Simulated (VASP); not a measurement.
# Hf in VASP: relaxation of the atoms with PBE+D3(BJ)

Aim: the relaxation of the atoms of Hf with PBE+D3(BJ).

Program: VASP 6.6.1. These are calculated values, not measurements. Logs are shortened: lines on timing, memory, paths and dates and some standing lists are left out, and cuts for length are marked.

## 1. The cell of the first run

The cell holds a slab with vacuum, 12 atoms: a = 6.070 Å, b = 6.070 Å, c = 20.956 Å, α = 90.00°, β = 90.00°, γ = 109.47°.

## 2. Relaxation of the atoms, PBE+D3(BJ)

INCAR

```
  PREC = Accurate
  ENCUT = 520
  EDIFF = 1E-7
  ISMEAR = 0
  SIGMA = 0.1
  LREAL = False
  LASPH = True
  NELM = 80
  ALGO = Normal
  ISIF = 2
  LWAVE = False
  LCHARG = False
  LDIPOL = True
  IDIPOL = 3
  DIPOL = 0.5 0.5 0.500
  GGA = PE
  IVDW = 12
  IBRION = 2
  NSW = 90
  EDIFFG = -0.03
  KPAR = 2
```

KPOINTS

```
Automatic mesh
0
Gamma
  3 3 1
```

POSCAR

```
Hf
1.0
    6.0703438127      0.0000000000      0.0000000000
   -2.0234479376      5.7231750321      0.0000000000
    0.0000000000      0.0000000000     20.9564149681
Hf
12
Selective dynamics
Direct
    0.2500000000      0.2500000000      0.3817446835  F F F
    0.2500000000      0.7500000000      0.3817446835  F F F
    0.7500000000      0.2500000000      0.3817446835  F F F
    0.7500000000      0.7500000000      0.3817446835  F F F
    0.5000000000      0.5000000000      0.5000000000  T T T
    0.5000000000      0.0000000000      0.5000000000  T T T
    0.0000000000      0.5000000000      0.5000000000  T T T
    0.0000000000      0.0000000000      0.5000000000  T T T
    0.7500000000      0.7500000000      0.6182553165  T T T
    0.7500000000      0.2500000000      0.6182553165  T T T
    0.2500000000      0.7500000000      0.6182553165  T T T
    0.2500000000      0.2500000000      0.6182553165  T T T
```

Potentials or basis: VASP PAW PBE potentials, release 64 (Hf_pv).

Started as:

```bash
> cat potpaw_PBE.64/Hf_pv/POTCAR > POTCAR
> mpirun -np 2 vasp_std > vasp.out
```

OUTCAR:

```text
PREC = Accurate
   ENCUT = 520
   EDIFF = 1E-7
   ISMEAR = 0
   LREAL = False
   LASPH = True
   NELM = 80
   ISIF = 2
   GGA = PE
   IVDW = 12
   IBRION = 2
   NSW = 90
   EDIFFG = -0.03
 IVDW          = 12

 ion  position               nearest neighbor table
   1  0.250  0.250  0.382-   2 3.04   2 3.04   3 3.04   3 3.04   5 3.04   8 3.04   4 3.50   4 3.50
                             6 3.50   7 3.50
   2  0.250  0.750  0.382-   1 3.04   1 3.04   4 3.04   4 3.04   6 3.04   7 3.04   3 3.50   3 3.50
                             8 3.50   5 3.50
   3  0.750  0.250  0.382-   4 3.04   4 3.04   1 3.04   1 3.04   6 3.04   7 3.04   2 3.50   2 3.50
                             8 3.50   5 3.50
   4  0.750  0.750  0.382-   3 3.04   3 3.04   2 3.04   2 3.04   5 3.04   8 3.04   1 3.50   1 3.50
                             6 3.50   7 3.50
   5  0.500  0.500  0.500-   6 3.04   6 3.04   7 3.04   7 3.04   9 3.04  12 3.04   1 3.04   4 3.04
                             8 3.50   8 3.50   3 3.50   2 3.50  10 3.50  11 3.50
   6  0.500  0.000  0.500-   5 3.04   5 3.04   8 3.04   8 3.04  10 3.04  11 3.04   2 3.04   3 3.04
                             7 3.50   7 3.50  12 3.50   9 3.50   4 3.50   1 3.50
   7  0.000  0.500  0.500-   8 3.04   8 3.04   5 3.04   5 3.04  10 3.04  11 3.04   2 3.04   3 3.04
                             6 3.50   6 3.50  12 3.50   9 3.50   4 3.50   1 3.50
   8  0.000  0.000  0.500-   7 3.04   7 3.04   6 3.04   6 3.04   9 3.04  12 3.04   1 3.04   4 3.04
                             5 3.50   5 3.50   3 3.50   2 3.50  10 3.50  11 3.50
   9  0.750  0.750  0.618-  10 3.04  10 3.04  11 3.04  11 3.04   5 3.04   8 3.04  12 3.50  12 3.50
[... 15 lines left out ...]
 A1 = (   6.0703438127,   0.0000000000,   0.0000000000)
 A2 = (  -2.0234479376,   5.7231750321,   0.0000000000)
 A3 = (   0.0000000000,   0.0000000000,  20.9564149681)

Analysis of symmetry for initial positions (statically):
=====================================================================
 Subroutine PRICEL returns following result:

  LATTYP: Found a base centered orthorhombic cell.
 ALAT       =     3.5047146343
 B/A-ratio  =     1.4142135624
 C/A-ratio  =     5.9794925278
[... 12 lines left out ...]
 Subroutine GETGRP returns: Found  8 space group operations
 (whereof  8 operations were pure point group operations)
 out of a pool of  8 trial point group operations.

The static configuration has the point symmetry D_2h.

Analysis of symmetry for dynamics (positions and initial velocities):
=====================================================================
 Subroutine PRICEL returns following result:

  LATTYP: Found a base centered orthorhombic cell.
 ALAT       =     3.5047146343
 B/A-ratio  =     1.4142135624
 C/A-ratio  =     5.9794925278
[... 12 lines left out ...]
 Subroutine GETGRP returns: Found  8 space group operations
 (whereof  8 operations were pure point group operations)
 out of a pool of  8 trial point group operations.

The dynamic configuration has the point symmetry D_2h.

Analysis of constrained symmetry for selective dynamics:
=====================================================================
 Subroutine PRICEL returns following result:

  LATTYP: Found a base centered orthorhombic cell.
 ALAT       =     3.5047146343
 B/A-ratio  =     1.4142135624
 C/A-ratio  =     5.9794925278
[... 12 lines left out ...]
 Subroutine GETGRP returns: Found  4 space group operations
 (whereof  4 operations were pure point group operations)
 out of a pool of  8 trial point group operations.

The constrained configuration has the point symmetry C_2v.

 Subroutine INISYM returns: Found  4 space group operations
 (whereof  4 operations are pure point group operations),
 and found     4 'primitive' translations

----------------------------------------------------------------------------------------

                                     Primitive cell

  volume of cell :     182.0151

  direct lattice vectors                    reciprocal lattice vectors
     3.035171906  0.000000000  0.000000000     0.329470630  0.116485458  0.000000000
    -1.011723969  2.861587516  0.000000000     0.000000000  0.349456375  0.000000000
     0.000000000  0.000000000 20.956414968     0.000000000  0.000000000  0.047718085

  length of vectors
     3.035171906  3.035171906 20.956414968     0.349456375  0.349456375  0.047718085

  position of ions in fractional coordinates (direct lattice)
     0.500000000  0.500000000  0.381744684
     0.000000000  1.000000000  0.500000000
     0.500000000  0.500000000  0.618255316

  ion indices of the primitive-cell ions
   primitive index   ion index
                 1           1
                 2           5
                 3          12

----------------------------------------------------------------------------------------

 KPOINTS: Automatic mesh

Automatic generation of k-mesh.
 Grid dimensions read from file:
 generate k-points for:    3    3    1

 Generating k-lattice:

  Cartesian coordinates                     Fractional coordinates (reciprocal lattice)
     0.054911772  0.019414243  0.000000000     0.333333333  0.000000000  0.000000000
     0.000000000  0.058242729  0.000000000     0.000000000  0.333333333  0.000000000
     0.000000000  0.000000000  0.047718085     0.000000000  0.000000000  1.000000000

  Length of vectors
     0.058242729  0.058242729  0.047718085

  Shift w.r.t. Gamma in fractional coordinates (k-lattice)
     0.000000000  0.000000000  0.000000000

 Subroutine IBZKPT returns following result:
 ===========================================

 Found      4 irreducible k-points:

 Following reciprocal coordinates:
            Coordinates               Weight
  0.000000  0.000000  0.000000      1.000000
  0.333333 -0.000000  0.000000      4.000000
  0.333333  0.333333  0.000000      2.000000
 -0.333333  0.333333  0.000000      2.000000
   k-points           NKPTS =      4   k-points in BZ     NKDIM =      4   number of bands    NBANDS=     72
   number of dos      NEDOS =    301   number of ions     NIONS =     12
   total plane-waves  NPLWV = 368640
   dimension x,y,z NGX =    48 NGY =   48 NGZ =  160
   dimension x,y,z NGXF=    96 NGYF=   96 NGZF=  320
   ions per type =              12
   NGX,Y,Z   is equivalent  to a cutoff of  13.15, 13.15, 12.69 a.u.
   NGXF,Y,Z  is equivalent  to a cutoff of  26.29, 26.29, 25.39 a.u.
 SYSTEM =  unknown system
   PREC   = accura    normal or accurate (medium, high low for compatibility)
   ISTART =      0    job   : 0-new  1-cont  2-samecut
   ICHARG =      2    charge: 1-file 2-atom 10-const
   ISPIN  =      1    spin polarized calculation?
   LNONCOLLINEAR =      F non collinear calculations
   LSORBIT =      F    spin-orbit coupling
   LASPH  =      T    aspherical Exc in radial PAW
   ENCUT  =  520.0 eV  38.22 Ry    6.18 a.u.  11.29 11.29 38.97*2*pi/ulx,y,z
   NELM   =     80;   NELMIN=  2; NELMDL= -5     # of ELM steps
   EDIFF  = 0.1E-06   stopping-criterion for ELM
   LREAL  =      F    real-space projection
   EDIFFG = -.3E-01   stopping-criterion for IOM
   NSW    =     90    number of steps for IOM
   IBRION =      2    ionic relax: 0-MD 1-quasi-New 2-CG
   NFREE  =      1    steps in history (QN), initial steepest desc. (CG)
   ISIF   =      2    stress and relaxation
   ISYM   =      2    0-nonsym 1-usesym 2-fastsym
   POTIM  = 0.5000    time-step for ionic-motion
   TEBEG  =    0.0;   TEEND  =   0.0 temperature during run
   PSTRESS=    0.0 pullay stress
   NELECT =     120.0000    total number of electrons
   NUPDOWN=      -1.0000    fix difference up-down
   EMIN   =  10.00;   EMAX   =-10.00  energy-range for DOS
   EFERMI =   0.00;   METHOD = LEGACY
   ISMEAR =     0;   SIGMA  =   0.10  broadening in eV -4-tet -1-fermi 0-gaus
   EFERMI_NEDOS =   21; number of points for ismear=-14 and -15
   IALGO  =     38    algorithm
   IMIX   =      4    mixing-type and parameters
     AMIX     =   0.40;   BMIX     =  1.00
     AMIX_MAG =   1.60;   BMIX_MAG =  1.00
  volume/ion in A,a.u.               =      60.67       409.43
  Fermi-wavevector in a.u.,A,eV,Ry     =   0.897593  1.696205 10.961850  0.805673
  Thomas-Fermi vector in A             =   2.020197
   LORBIT       =      0    0 simple, 1 ext, 2 COOP (PROOUT), +10 PAW based schemes
   GGA     = PE    functional components
   LHFCALC =     F    Hartree Fock is set to
   AEXX    =    0.0000 exact exchange contribution
   IVDW    =    12    specifies the selected vdW correction
   LEPSILON=     F    determine dielectric tensor
   LRPA    =     F    only Hartree local field effects (RPA)
 conjugate gradient relaxation of ions
 non-spin polarized calculation
 Gauss-broadening in eV      SIGMA  =   0.10
  energy-cutoff  :      520.00
  volume of cell :      728.06
 maximum number of plane-waves:     19619
 NGX is ok and might be reduce to    48
   NGX = 23   NGY = 23   NGZ = 77

--------------------------------------- Ionic step        1  -------------------------------------------

 number of electron     119.9999974 magnetization

 Free energy of the ion-electron system (eV)
  ---------------------------------------------------
  ext. energy  EPLUGINS =         0.00000000
  ---------------------------------------------------
  free energy    TOTEN  =      -109.57547121 eV

  energy without entropy =     -109.40247293  energy(sigma->0) =     -109.48897207

------------------------ aborting loop because EDIFF is reached ----------------------------------------

 Edisp (eV)   -3.59522

 E8    (eV) :    -2.0062
[... 43 lines left out ...]
 number of electron     119.9999981 magnetization

------------------------ aborting loop because EDIFF is reached ----------------------------------------

 vacuum level on the upper side and lower side of the slab       (xc-potential included)         0.001        -0.006

 Edisp (eV)   -3.60020

 E8    (eV) :    -2.0092

  FORCE on cell =-STRESS in cart. coord.  units (eV):
  Direction    XX          YY          ZZ          XY          YZ          ZX
  --------------------------------------------------------------------------------------
  -------------------------------------------------------------------------------------
  Total     -10.45100   -11.05678    -5.31967    -0.85670     0.00000     0.00000
  in kB     -22.99859   -24.33167   -11.70652    -1.88526     0.00000     0.00000
  external pressure =      -19.68 kB  Pullay stress =        0.00 kB
[... 277 lines left out ...]
  FREE ENERGIE OF THE ION-ELECTRON SYSTEM (eV)
  ---------------------------------------------------
  free  energy   TOTEN  =      -113.2601501728 eV

  energy  without entropy=     -113.0785962141  energy(sigma->0) =     -113.16937319

 dipolmoment           0.000000      0.000000      0.000704 electrons x Angstroem

--------------------------------------- Ionic step        8  -------------------------------------------

 number of electron     119.9999984 magnetization

 dipolmoment           0.000000      0.000000     -0.000353 electrons x Angstroem

 Free energy of the ion-electron system (eV)
  ---------------------------------------------------
  ext. energy  EPLUGINS =         0.00000000
  ---------------------------------------------------
  free energy    TOTEN  =      -109.61271451 eV

  energy without entropy =     -109.43124378  energy(sigma->0) =     -109.52197915

 E-fermi :  -0.8872     XC(G=0):  -5.0513

 val. band max:       -0.9043703481   @ k =  -0.3333   0.3333   0.0000
 cond. band min:      -0.8805281167   @ k =   0.3333   0.3333   0.0000
 fundamental gap:      0.0238422314
 Fermi energy:        -0.8871619987

 k-point     1 :       0.0000    0.0000    0.0000
  band No.  band energies     occupation
      1     -31.8105      2.00000
      2     -31.8105      2.00000
      3     -31.8057      2.00000
      4     -31.7800      2.00000
      5     -31.7512      2.00000
      6     -31.7512      2.00000
[... 289 lines left out ...]
     71       0.3163      0.00000
     72       0.7193      0.00000

------------------------ aborting loop because EDIFF is reached ----------------------------------------

 vacuum level on the upper side and lower side of the slab       (xc-potential included)        -0.168        -0.151

 Edisp (eV)   -3.64764

 E8    (eV) :    -2.0380

  FORCE on cell =-STRESS in cart. coord.  units (eV):
  Direction    XX          YY          ZZ          XY          YZ          ZX
  --------------------------------------------------------------------------------------
  -------------------------------------------------------------------------------------
  Total      -8.12751    -7.72302    -0.31391     0.57205     0.00000     0.00000
  in kB     -17.88550   -16.99535    -0.69079     1.25885     0.00000     0.00000
  external pressure =      -11.86 kB  Pullay stress =        0.00 kB
[... 27 lines left out ...]
  FREE ENERGIE OF THE ION-ELECTRON SYSTEM (eV)
  ---------------------------------------------------
  free  energy   TOTEN  =      -113.2603563518 eV

  energy  without entropy=     -113.0788856166  energy(sigma->0) =     -113.16962098

 reached required accuracy - stopping structural energy minimisation

 vacuum level on the upper side and lower side of the slab         3.288         3.305
```

Wall time 40 min (2 MPI ranks of Intel Xeon Platinum 8259CL at 2.50GHz (Skylake/Cascade Lake), shared host); peak memory 0.9 GiB.

What came out:

```
Free energy                : -113.2604 eV
Energy gained by relaxing  : 7.5 meV/atom
Ionic steps                : 8
Band gap on the k mesh     : zero (bands 60 and 61 overlap by 0.24 eV)
Dispersion energy per atom : -0.304 eV
```

The path:
| step | energy change (eV) | largest force on free atoms (eV/Å) | pressure (GPa) |
| --- | --- | --- | --- |
| 1 | 0.0000 | 0.2907 | -2.05 |
| 2 | -0.0152 | 0.2488 | -1.97 |
| 3 | -0.0461 | 0.1294 | -1.72 |
| 4 | -0.0376 | 0.3698 | -1.18 |
| 5 | -0.0544 | 0.2201 | -1.51 |
| 6 | -0.0716 | 0.1564 | -1.42 |
| 7 | -0.0895 | 0.0315 | -1.16 |
| 8 | -0.0897 | 0.0166 | -1.19 |

Final structure:
```
Hf
1.0
     6.07034    0.00000    0.00000
    -2.02345    5.72318    0.00000
     0.00000    0.00000   20.95641
Hf
12
Direct
  0.25000 0.25000 0.38174
  0.25000 0.75000 0.38174
  0.75000 0.25000 0.38174
  0.75000 0.75000 0.38174
  0.50000 0.50000 0.49638
  0.50000 0.00000 0.49638
  0.00000 0.50000 0.49638
  0.00000 0.00000 0.49638
  0.75000 0.75000 0.61123
  0.75000 0.25000 0.61123
  0.25000 0.75000 0.61123
  0.25000 0.25000 0.61123
```

Caveat: the k points lie up to 0.37 Å⁻¹ apart; spin-orbit coupling is left out, which moves the levels of the heavy elements.

The gap in the log of VASP goes by the Fermi energy; the results here count the filled bands.